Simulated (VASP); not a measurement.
PtS2:

```
Pt S
1.0
     3.54320    0.00000    0.00000
    -1.77160    3.06850    0.00000
     0.00000    0.00000    5.03880
Pt S
1 2
Direct
  0.00000 0.00000 0.00000
  0.33333 0.66667 0.22700
  0.66667 0.33333 0.77300
```

| Quantity | Value |
| --- | --- |
| Program | VASP 6.6.1 |
| Task | relaxation of cell and atoms |
| Functional | PBE |
| Dispersion | D4 |
| Potentials or basis | VASP PAW PBE potentials, release 64 (Pt_sv_GW, S) |
| Cutoff | 570 eV |
| k mesh | 6 × 6 × 4 |
| Occupations | gaussian, width 0.1 eV |
| Spin | no spin polarisation |

At the start: pressure 7.2 GPa; volume 18.26 Å³/atom.

Task: Where does the relaxation end?

Result: Over 12 steps the energy falls by 44.3 meV/atom and the volume is 17.42 Å³/atom (-4.6 %); space group P-3m1 (No. 164, to 0.1 Å) before and after.

Step by step:
| step | energy change (eV) | largest force (eV/Å) | pressure (GPa) | volume (Å³) |
| --- | --- | --- | --- | --- |
| 1 | 0.0000 | 1.2686 | 7.21 | 54.78 |
| 2 | 0.1404 | 0.8876 | -11.71 | 61.56 |
| 3 | -0.0783 | 0.3468 | -1.24 | 57.16 |
| 4 | -0.0783 | 0.3702 | -1.08 | 57.09 |
| 5 | -0.0943 | 0.2480 | -0.75 | 56.52 |
| 6 | -0.1034 | 0.0289 | -0.20 | 55.52 |
| 7 | -0.1036 | 0.0560 | -0.26 | 55.65 |
| 8 | -0.1097 | 0.0644 | -0.15 | 55.18 |
| 9 | -0.1242 | 0.0922 | 0.39 | 53.79 |
| 10 | -0.1270 | 0.1527 | 2.07 | 50.96 |
| 11 | -0.1307 | 0.1398 | 1.38 | 52.10 |
| 12 | -0.1328 | 0.0134 | -0.23 | 52.25 |

Final structure:
```
CELL_PARAMETERS angstrom
3.57805 0.00000 0.00000
-1.78903 3.09869 0.00000
0.00000 0.00000 4.71262
ATOMIC_POSITIONS crystal
Pt 0.00000 0.00000 0.00000
S 0.33333 0.66667 0.25642
S 0.66667 0.33333 0.74358
```
